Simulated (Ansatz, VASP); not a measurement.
## Mo6CO: VASP beside Ansatz

```
CELL_PARAMETERS angstrom
4.46958 0.00000 0.00000
-2.23479 3.87077 0.00000
0.00000 0.00000 22.25957
ATOMIC_POSITIONS crystal
Mo 0.66667 0.33333 0.17970
Mo 0.33333 0.66667 0.22068
Mo 0.00000 0.00000 0.26167
Mo 0.66667 0.33333 0.29905
Mo 0.33333 0.66667 0.33552
Mo 0.00000 0.00000 0.37106
C 0.16667 0.33333 0.45372
O 0.20545 0.41090 0.50405
```

Alike in both runs: task single point; functional PBE; k mesh 6 × 6 × 1; occupations gaussian, width 0.1 eV; no spin polarisation.

|  | VASP | Ansatz |
| --- | --- | --- |
| version | VASP 6.6.1 | Ansatz 0.2.0 |
| potentials or method | VASP PAW PBE potentials, release 64 (Mo_sv, C, O), cutoff 520 eV | scalar-relativistic, plane waves, PAW |
| valence electrons in the cell | 94 | 94 |

```tsv
	VASP	Ansatz	Ansatz less VASP
rms of the force components (eV/Å)	0.781	0.728	-0.0526
```

Atom by atom the forces differ by 0.227 eV/Å (rms over components).

Noted on VASP's run: the standard files for N, O and F lose accuracy on very short bonds.
